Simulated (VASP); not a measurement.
Set up this calculation in VASP 6.6.1, as the native input.

```
Task                   : single point
Functional             : r2SCAN
Potentials or basis    : VASP PAW PBE potentials, release 64 (Ca_sv, O)
Cutoff                 : 520 eV
k mesh                 : 8 × 8 × 8
Occupations            : gaussian, width 0.01 eV
Spin                   : no spin polarisation
Dipole correction      : no
Further INCAR settings : ALGO = Normal; EDIFF = 1e-06; NBANDS = 15
```

The system is CaO.

```
CELL_PARAMETERS angstrom
2.91743 0.01423 0.01423
0.01423 2.91743 0.01423
0.01423 0.01423 2.91743
ATOMIC_POSITIONS crystal
Ca 0.00000 0.00000 0.00000
O 0.50000 0.50000 0.50000
```

This cell differs from its parent crystal: strain along [111] +1.5%.

The input as run:

POSCAR

```
CaO
1.0
    2.9174346887      0.0142257239      0.0142257239
    0.0142257239      2.9174346887      0.0142257239
    0.0142257239      0.0142257239      2.9174346887
Ca O
1 1
Direct
    0.0000000000      0.0000000000      0.0000000000
    0.5000000000      0.5000000000      0.5000000000
```

INCAR.step1

```
PREC = Accurate
ENCUT = 520
ISMEAR = 0
SIGMA = 0.01
LREAL = F
LASPH = T
NELM = 100
NBANDS = 15
GGA = PE
ALGO = Normal
EDIFF = 1E-4
LWAVE = T
LCHARG = F
```

INCAR.step2

```
PREC = Accurate
ENCUT = 520
EDIFF = 1E-6
ISMEAR = 0
SIGMA = 0.01
LREAL = F
LASPH = T
NELM = 100
ALGO = Normal
ISIF = 2
LWAVE = F
LCHARG = F
METAGGA = R2SCAN
LMIXTAU = T
NBANDS = 15
ISTART = 1
```

KPOINTS

```
regular mesh
0
Gamma
  8 8 8
```

Potentials or basis: VASP PAW PBE potentials, release 64 (Ca_sv, O).

Command:

```console
$ cat potpaw_PBE.64/Ca_sv/POTCAR potpaw_PBE.64/O/POTCAR > POTCAR
$ cp INCAR.step1 INCAR
$ mpirun -np 1 vasp_std > vasp.out
$ cp INCAR.step2 INCAR
$ mpirun -np 1 vasp_std > vasp.out
```

Results of the run:

```
Pressure               : -0.7 GPa
Band gap on the k mesh : 3.28 eV (least direct gap 3.58 eV)
```

Caveat: the cell differs from its parent crystal (strain along [111] +1.5%); the PAW data sets were made with another functional, which shifts forces and pressure a little.

Wall time 2.7 min on 1 thread of AMD EPYC 7571, on a shared host, peak memory 0.13 GiB.
